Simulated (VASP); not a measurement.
# Ga2SeS3 (Cmmm) in VASP: single point with PBE

Aim: the single point of Ga2SeS3 with PBE.

All numbers are computed with VASP 6.6.1; they aren't measurements. Logs are shortened: lines on timing, memory, paths and dates and some standing lists are left out, and cuts for length are marked.

### Step 1. The cell of the first run

It takes space group Cmmm (No. 65, orthorhombic). The conventional cell has a = 5.895 Å, b = 7.499 Å, c = 8.496 Å, α = 90.00°, β = 90.00°, γ = 90.00°. Within 3.1 Å of Ga (site symmetry m2m) lie 3 S at 2.30 to 2.39 Å and 3 Ga at 2.90 to 3.07 Å. Se (site symmetry mmm) has 2 S at 2.35 Å within 3.1 Å. Within 3.1 Å of S (site symmetry mm2) lie 1 Se at 2.35 Å and 2 Ga at 2.39 Å. S (site symmetry mmm) has 2 Ga at 2.30 Å within 3.0 Å.

The cell was built from a structure type or drawn by symmetry, and may not be a known phase.

### Step 2. Single point, PBE

The input, INCAR:

```
  PREC = Accurate
  ENCUT = 500
  EDIFF = 1E-6
  ISMEAR = 0
  SIGMA = 0.15
  LREAL = F
  LASPH = T
  NELM = 120
  ALGO = Normal
  ISIF = 2
  LWAVE = F
  LCHARG = T
  GGA = PE
  LELF = T
  LVHAR = T
  NBANDS = 34
  GGA_COMPAT = F
```

The input, KPOINTS:

```
Automatic mesh
0
Gamma
  3 3 2
```

The input, POSCAR:

```
Ga2SeS3
1.0
    2.9474016216     -3.7495817316      0.0000000000
    2.9474016216      3.7495817316      0.0000000000
    0.0000000000      0.0000000000      8.4963153610
Ga Se S
2 1 3
Direct
    0.8067662413      0.1932337587      0.0000000000
    0.1932337587      0.8067662413      0.0000000000
    0.0000000000      0.0000000000      0.5000000000
    0.0000000000      0.0000000000      0.7761701111
    0.0000000000      0.0000000000      0.2238298889
    0.5000000000      0.5000000000      0.0000000000
```

Potentials or basis: VASP PAW PBE potentials, release 64 (Ga_d, Se, S).

On the command line:

```
$ cat potpaw_PBE.64/Ga_d/POTCAR potpaw_PBE.64/Se/POTCAR potpaw_PBE.64/S/POTCAR > POTCAR
$ mpirun -np 1 vasp_std > vasp.out
```

OUTCAR:

```text
PREC = Accurate
   ENCUT = 500
   EDIFF = 1E-6
   ISMEAR = 0
   LREAL = F
   LASPH = T
   NELM = 120
   ISIF = 2
   GGA = PE

 ion  position               nearest neighbor table
   1  0.807  0.193  0.000-   6 2.30   5 2.39   4 2.39   2 2.90
   2  0.193  0.807  0.000-   6 2.30   5 2.39   4 2.39   1 2.90
   3  0.000  0.000  0.500-   4 2.35   5 2.35
   4  0.000  0.000  0.776-   3 2.35   2 2.39   1 2.39
   5  0.000  0.000  0.224-   3 2.35   2 2.39   1 2.39
   6  0.500  0.500  0.000-   1 2.30   2 2.30

  LATTYP: Found a base centered orthorhombic cell.
 ALAT       =     5.8948032432
 B/A-ratio  =     1.2721651858
 C/A-ratio  =     1.4413229773

  Lattice vectors:

 A1 = (   2.9474016216,  -3.7495817316,   0.0000000000)
 A2 = (   2.9474016216,   3.7495817316,   0.0000000000)
 A3 = (   0.0000000000,   0.0000000000,   8.4963153610)

Analysis of symmetry for initial positions (statically):
=====================================================================
 Subroutine PRICEL returns:
 Original cell was already a primitive cell.

 Routine SETGRP: Setting up the symmetry group for a
 base centered orthorhombic supercell.

 Subroutine GETGRP returns: Found  8 space group operations
 (whereof  8 operations were pure point group operations)
 out of a pool of  8 trial point group operations.

The static configuration has the point symmetry D_2h.

Analysis of symmetry for dynamics (positions and initial velocities):
=====================================================================
 Subroutine PRICEL returns:
 Original cell was already a primitive cell.

 Routine SETGRP: Setting up the symmetry group for a
 base centered orthorhombic supercell.

 Subroutine GETGRP returns: Found  8 space group operations
 (whereof  8 operations were pure point group operations)
 out of a pool of  8 trial point group operations.

The dynamic configuration has the point symmetry D_2h.

 Subroutine INISYM returns: Found  8 space group operations
 (whereof  8 operations are pure point group operations),
 and found     1 'primitive' translations

----------------------------------------------------------------------------------------

                                     Primitive cell

  volume of cell :     187.7945

  direct lattice vectors                    reciprocal lattice vectors
     2.947401622 -3.749581732  0.000000000     0.169640946 -0.133348207  0.000000000
     2.947401622  3.749581732  0.000000000     0.169640946  0.133348207  0.000000000
     0.000000000  0.000000000  8.496315361     0.000000000  0.000000000  0.117698079

  length of vectors
     4.769333232  4.769333232  8.496315361     0.215777188  0.215777188  0.117698079

  position of ions in fractional coordinates (direct lattice)
     0.806766241  0.193233759  0.000000000
     0.193233759  0.806766241  0.000000000
     0.000000000  0.000000000  0.500000000
     0.000000000  0.000000000  0.776170111
     0.000000000  0.000000000  0.223829889
     0.500000000  0.500000000  0.000000000

  ion indices of the primitive-cell ions
   primitive index   ion index
                 1           1
                 2           2
                 3           3
                 4           4
                 5           5
                 6           6

----------------------------------------------------------------------------------------

 KPOINTS: Automatic mesh

Automatic generation of k-mesh.
 Grid dimensions read from file:
 generate k-points for:    3    3    2

 Generating k-lattice:

  Cartesian coordinates                     Fractional coordinates (reciprocal lattice)
     0.056546982 -0.044449402  0.000000000     0.333333333 -0.000000000  0.000000000
     0.056546982  0.044449402  0.000000000    -0.000000000  0.333333333  0.000000000
     0.000000000  0.000000000  0.058849040     0.000000000  0.000000000  0.500000000

  Length of vectors
     0.071925729  0.071925729  0.058849040

  Shift w.r.t. Gamma in fractional coordinates (k-lattice)
     0.000000000  0.000000000  0.000000000

 Subroutine IBZKPT returns following result:
 ===========================================

 Found      8 irreducible k-points:

 Following reciprocal coordinates:
            Coordinates               Weight
  0.000000  0.000000  0.000000      1.000000
  0.333333 -0.000000  0.000000      4.000000
  0.333333  0.333333  0.000000      2.000000
 -0.333333  0.333333  0.000000      2.000000
  0.000000  0.000000  0.500000      1.000000
  0.333333 -0.000000  0.500000      4.000000
  0.333333  0.333333  0.500000      2.000000
 -0.333333  0.333333  0.500000      2.000000
   k-points           NKPTS =      8   k-points in BZ     NKDIM =      8   number of bands    NBANDS=     34
   number of dos      NEDOS =    301   number of ions     NIONS =      6
   total plane-waves  NPLWV =  82944
   dimension x,y,z NGX =    36 NGY =   36 NGZ =   64
   dimension x,y,z NGXF=    72 NGYF=   72 NGZF=  128
   ions per type =               2   1   3
   NGX,Y,Z   is equivalent  to a cutoff of  12.55, 12.55, 12.52 a.u.
   NGXF,Y,Z  is equivalent  to a cutoff of  25.10, 25.10, 25.05 a.u.
 SYSTEM =  unknown system
   PREC   = accura    normal or accurate (medium, high low for compatibility)
   ISTART =      0    job   : 0-new  1-cont  2-samecut
   ICHARG =      2    charge: 1-file 2-atom 10-const
   ISPIN  =      1    spin polarized calculation?
   LNONCOLLINEAR =      F non collinear calculations
   LSORBIT =      F    spin-orbit coupling
   LASPH  =      T    aspherical Exc in radial PAW
   ENCUT  =  500.0 eV  36.75 Ry    6.06 a.u.   8.70  8.70 15.49*2*pi/ulx,y,z
   NELM   =    120;   NELMIN=  2; NELMDL= -5     # of ELM steps
   EDIFF  = 0.1E-05   stopping-criterion for ELM
   LREAL  =      F    real-space projection
   EDIFFG = 0.1E-04   stopping-criterion for IOM
   NSW    =      0    number of steps for IOM
   IBRION =     -1    ionic relax: 0-MD 1-quasi-New 2-CG
   NFREE  =      0    steps in history (QN), initial steepest desc. (CG)
   ISIF   =      2    stress and relaxation
   ISYM   =      2    0-nonsym 1-usesym 2-fastsym
   POTIM  = 0.5000    time-step for ionic-motion
   TEBEG  =    0.0;   TEEND  =   0.0 temperature during run
   PSTRESS=    0.0 pullay stress
   NELECT =      50.0000    total number of electrons
   NUPDOWN=      -1.0000    fix difference up-down
   EMIN   =  10.00;   EMAX   =-10.00  energy-range for DOS
   EFERMI =   0.00;   METHOD = LEGACY
   ISMEAR =     0;   SIGMA  =   0.15  broadening in eV -4-tet -1-fermi 0-gaus
   EFERMI_NEDOS =   21; number of points for ismear=-14 and -15
   IALGO  =     38    algorithm
   IMIX   =      4    mixing-type and parameters
     AMIX     =   0.40;   BMIX     =  1.00
     AMIX_MAG =   1.60;   BMIX_MAG =  1.00
  volume/ion in A,a.u.               =      31.30       211.22
  Fermi-wavevector in a.u.,A,eV,Ry     =   1.053183  1.990228 15.091511  1.109195
  Thomas-Fermi vector in A             =   2.188295
   LORBIT       =      0    0 simple, 1 ext, 2 COOP (PROOUT), +10 PAW based schemes
   GGA     = PE    functional components
   LHFCALC =     F    Hartree Fock is set to
   AEXX    =    0.0000 exact exchange contribution
   IVDW    =     0    specifies the selected vdW correction
   LEPSILON=     F    determine dielectric tensor
   LRPA    =     F    only Hartree local field effects (RPA)
 non-spin polarized calculation
 Gauss-broadening in eV      SIGMA  =   0.15
  energy-cutoff  :      500.00
  volume of cell :      187.79
 maximum number of plane-waves:      4801
   NGX = 17   NGY = 17   NGZ = 31

 number of electron      50.0000007 magnetization

 Free energy of the ion-electron system (eV)
  ---------------------------------------------------
  ext. energy  EPLUGINS =         0.00000000
  ---------------------------------------------------
  free energy    TOTEN  =       -20.85578663 eV

  energy without entropy =      -20.81804296  energy(sigma->0) =      -20.83691480

 E-fermi :   0.7996     XC(G=0):  -7.5434

 val. band max:        0.7883337126   @ k =   0.3333   0.3333   0.0000
 cond. band min:       0.9422003969   @ k =   0.0000   0.0000   0.5000
 fundamental gap:      0.1538666843
 Fermi energy:         0.7996372081

 k-point     1 :       0.0000    0.0000    0.0000
  band No.  band energies     occupation
      1     -14.3472      2.00000
      2     -14.2245      2.00000
      3     -14.1309      2.00000
      4     -14.0685      2.00000
      5     -14.0164      2.00000
      6     -14.0054      2.00000
[... 26 lines left out ...]
     33       6.4611      0.00000
     34       7.4156      0.00000

 k-point     2 :       0.3333   -0.0000    0.0000
  band No.  band energies     occupation
      1     -14.2798      2.00000
      2     -14.2291      2.00000
      3     -14.1308      2.00000
      4     -14.0844      2.00000
      5     -14.0334      2.00000
      6     -13.9996      2.00000
[... 26 lines left out ...]
     33       6.6080      0.00000
     34       7.1956      0.00000

 k-point     3 :       0.3333    0.3333    0.0000
  band No.  band energies     occupation
      1     -14.3311      2.00000
      2     -14.2372      2.00000
      3     -14.0859      2.00000
      4     -14.0802      2.00000
      5     -14.0390      2.00000
      6     -14.0034      2.00000
[... 26 lines left out ...]
     33       7.0527      0.00000
     34       7.1827      0.00000

 k-point     4 :      -0.3333    0.3333    0.0000
  band No.  band energies     occupation
      1     -14.2592      2.00000
      2     -14.2358      2.00000
      3     -14.1385      2.00000
      4     -14.0451      2.00000
      5     -14.0438      2.00000
      6     -14.0157      2.00000
[... 26 lines left out ...]
     33       6.9700      0.00000
     34       7.8463      0.00000

 k-point     5 :       0.0000    0.0000    0.5000
  band No.  band energies     occupation
      1     -14.3384      2.00000
      2     -14.2500      2.00000
      3     -14.1205      2.00000
      4     -14.0685      2.00000
      5     -14.0164      2.00000
      6     -14.0054      2.00000
[... 26 lines left out ...]
     33       6.8037      0.00000
     34       6.9901      0.00000

 k-point     6 :       0.3333   -0.0000    0.5000
  band No.  band energies     occupation
      1     -14.2723      2.00000
      2     -14.2543      2.00000
      3     -14.1262      2.00000
      4     -14.0794      2.00000
      5     -14.0306      2.00000
      6     -13.9996      2.00000
[... 26 lines left out ...]
     33       7.3807      0.00000
     34       7.7612      0.00000

 k-point     7 :       0.3333    0.3333    0.5000
  band No.  band energies     occupation
      1     -14.3275      2.00000
      2     -14.2620      2.00000
      3     -14.0858      2.00000
      4     -14.0661      2.00000
      5     -14.0338      2.00000
      6     -14.0035      2.00000
[... 26 lines left out ...]
     33       7.8719      0.00000
     34       8.1119      0.00000

 k-point     8 :      -0.3333    0.3333    0.5000
  band No.  band energies     occupation
      1     -14.2608      2.00000
      2     -14.2548      2.00000
      3     -14.1323      2.00000
      4     -14.0438      2.00000
      5     -14.0394      2.00000
      6     -14.0157      2.00000
[... 26 lines left out ...]
     33       7.3930      0.00000
     34       7.8650      0.00000

------------------------ aborting loop because EDIFF is reached ----------------------------------------

  FORCE on cell =-STRESS in cart. coord.  units (eV):
  Direction    XX          YY          ZZ          XY          YZ          ZX
  --------------------------------------------------------------------------------------
  -------------------------------------------------------------------------------------
  Total        0.8060018      0.1003153      0.3223093      0.0000000      0.0000000      0.0000000
  in kB        6.8764431      0.8558447      2.7497968      0.0000000      0.0000000      0.0000000
  external PRESSURE =       3.4940282 kB  Pullay stress =       0.0000000 kB

 VOLUME and BASIS-vectors are now :
 -----------------------------------------------------------------------------
  energy-cutoff  :      500.00
  volume of cell :      187.79
      direct lattice vectors                 reciprocal lattice vectors
     2.947401622 -3.749581732  0.000000000     0.169640946 -0.133348207  0.000000000
     2.947401622  3.749581732  0.000000000     0.169640946  0.133348207  0.000000000
     0.000000000  0.000000000  8.496315361     0.000000000  0.000000000  0.117698079

 POSITION                                       TOTAL-FORCE (eV/Angst)
 -----------------------------------------------------------------------------------
      2.94740     -2.30049      0.00000         0.000000      0.018976      0.000000
      2.94740      2.30049      0.00000         0.000000     -0.018976      0.000000
      0.00000      0.00000      4.24816         0.000000     -0.000000      0.000000
      0.00000      0.00000      6.59459        -0.000000     -0.000000      0.008749
      0.00000      0.00000      1.90173         0.000000     -0.000000     -0.008749
      2.94740      0.00000      0.00000         0.000000     -0.000000      0.000000
 -----------------------------------------------------------------------------------
    total drift:                                0.000000     -0.000000      0.000000

  FREE ENERGIE OF THE ION-ELECTRON SYSTEM (eV)
  ---------------------------------------------------
  free  energy   TOTEN  =       -20.8557866297 eV

  energy  without entropy=      -20.8180429648  energy(sigma->0) =      -20.83691480
```

It took 40 s on 1 thread of Intel Xeon Platinum 8559C (Emerald Rapids), shared host; peak memory 0.28 GiB.

Results:

| Item | Value |
| --- | --- |
| Free energy | -20.8558 eV |
| Pressure | 0.3 GPa |
| Largest force | 0.019 eV/Å |
| Band gap on the k mesh | zero (bands 25 and 26 overlap by 0.73 eV) |

Forces on the atoms (eV/Å):
```
Ga   0.000  0.019  0.000
Ga   0.000 -0.019  0.000
Se   0.000  0.000  0.000
S    0.000  0.000  0.009
S    0.000  0.000 -0.009
S    0.000  0.000  0.000
```

Stress tensor (GPa, compression positive):
```
0.69 0.00 0.00
0.00 0.09 0.00
0.00 0.00 0.27
```

Levels at points of the mesh, in eV from the Fermi level:
```csv
k point,band 23,band 24,band 25,band 26,band 27,band 28
"(0.00, 0.00, 0.00)",-1.51,-0.64,-0.50,-0.31,0.44,3.12
"(0.00, 0.00, 0.50)",-1.03,-0.63,-0.31,-0.18,0.14,1.47
```

Caveat: the k points lie up to 0.45 Å⁻¹ apart, too coarse for converged energies and pressures of a metal.
